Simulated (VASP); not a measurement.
A run of VASP 6.6.1 is set up as follows.

Contents of INCAR:

```
ALGO = Normal ; EDIFF = 1E-7
ENCUT = 520 ; GGA = PE
ISIF = 2 ; ISMEAR = 0
LASPH = T ; LCHARG = F
LREAL = F ; LWAVE = F
NBANDS = 14 ; NELM = 80
PREC = Accurate ; SIGMA = 0.15
```

File KPOINTS:

```
k-points
0
Gamma
  16 16 16
```

POSCAR

```
HfN
1.0
    0.0000000000      2.1146470585      2.2738140414
    2.2738140414      0.0000000000      2.2738140414
    2.2738140414      2.1146470585      0.0000000000
Hf N
1 1
Direct
    0.0006695498     -0.0006695498      0.0006695498
    0.4914680798      0.5085319202      0.4914680798
```

Potentials or basis: VASP PAW PBE potentials, release 64 (Hf_pv, N).

Launch:

```sh
$ cat potpaw_PBE.64/Hf_pv/POTCAR potpaw_PBE.64/N/POTCAR > POTCAR
$ mpirun -np 1 vasp_std > vasp.out
```

(1) Predict the largest force.

(2) What does it give for the pressure?

Results:

(1) 0.921 eV/Å.

(2) 24.3 GPa.

Caveat: the cell differs from its parent crystal (mode 5 frozen in at -0.039 Å, normal strain along y -0.0700).
